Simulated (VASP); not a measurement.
## Be: single point with PBE

Be:

```
Be
1.0
     0.00000    2.44947    2.44947
     2.44947    0.00000    2.44947
     2.44947    2.44947    0.00000
Be
2
Cartesian
  0.6124 0.6124 0.6124
  4.2866 4.2866 4.2866
```

```json
{"Program": "VASP 6.6.1", "Task": "single point", "Functional": "PBE", "Potentials or basis": "VASP PAW PBE potentials, release 64 (Be)", "Cutoff": "520 eV", "k mesh": "18 × 18 × 18", "Occupations": "fermi-dirac, width 0.1 eV", "Spin": "no spin polarisation", "Dipole correction": "no", "Further INCAR settings": "ALGO = Normal; EDIFF = 1e-06; NBANDS = 9"}
```

```json
{"Pressure": "0.0 GPa", "Band gap on the k mesh": "zero (band 2 reaches 6.54 eV, above the bottom of band 3 at 0.34 eV)"}
```

Levels at points of the mesh, in eV from the Fermi level:
```
           k point  band 1  band 2  band 3  band 4  band 5
(0.00, 0.00, 0.00)   -7.29    4.75    4.75    4.75    7.29
(0.50, 0.00, 0.00)   -3.68   -3.50    3.02    3.02    8.45
(0.50, 0.50, 0.00)   -2.41   -2.41    0.73    0.73    6.19
```

Wall time 25 s on 1 thread of AMD EPYC 9R45 96-Core Processor (Zen 5), with other jobs on the host, peak memory 0.15 GiB.
